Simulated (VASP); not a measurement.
Input of a VASP 6.6.1 run:

INCAR

```
SYSTEM = Au
  ALGO = Normal
  DIPOL = 0.5 0.5 0.500
  EDIFF = 1E-6
  ENCUT = 520
  GGA = PE
  IDIPOL = 3
  ISIF = 2
  ISMEAR = -1
  LASPH = .True.
  LCHARG = .False.
  LDIPOL = .True.
  LREAL = .False.
  LWAVE = .False.
  NBANDS = 36
  NELM = 80
  PREC = Accurate
  SIGMA = 0.05
```

KPOINTS

```
k-points
0
Gamma
  12 12 1
  0 0 0
```

Contents of POSCAR:

```
Au
1.0
    2.9400990585      0.0000000000      0.0000000000
    0.0000000000      2.9400990585      0.0000000000
    0.0000000000      0.0000000000     24.3159000000
Au
5
Direct
    0.0000000000      0.0000000000      0.3290037400
    0.5000000000      0.5000000000      0.4145018697
    0.0000000000      0.0000000000      0.5000000000
    0.5000000000      0.5000000000      0.5854981303
    0.0000000000      0.0000000000      0.6709962600
```

Potentials or basis: VASP PAW PBE potentials, release 64 (Au).

Launch:

```console
$ cat potpaw_PBE.64/Au/POTCAR > POTCAR
$ mpirun -np 1 vasp_std > vasp.out
```

Question: What does it give for the band gap on the k mesh?

Answer: Zero (an odd number of electrons rules out a gap without spin polarisation).

Question: Estimate the largest force.

Answer: 0.121 eV/Å.

Forces in eV/Å, atoms in the order of the input:
```
Au   0.000  0.000  0.121
Au   0.000  0.000 -0.107
Au   0.000  0.000  0.000
Au   0.000  0.000  0.107
Au   0.000  0.000 -0.121
```

Caveat: spin-orbit coupling is left out, which moves the levels of the heavy elements.
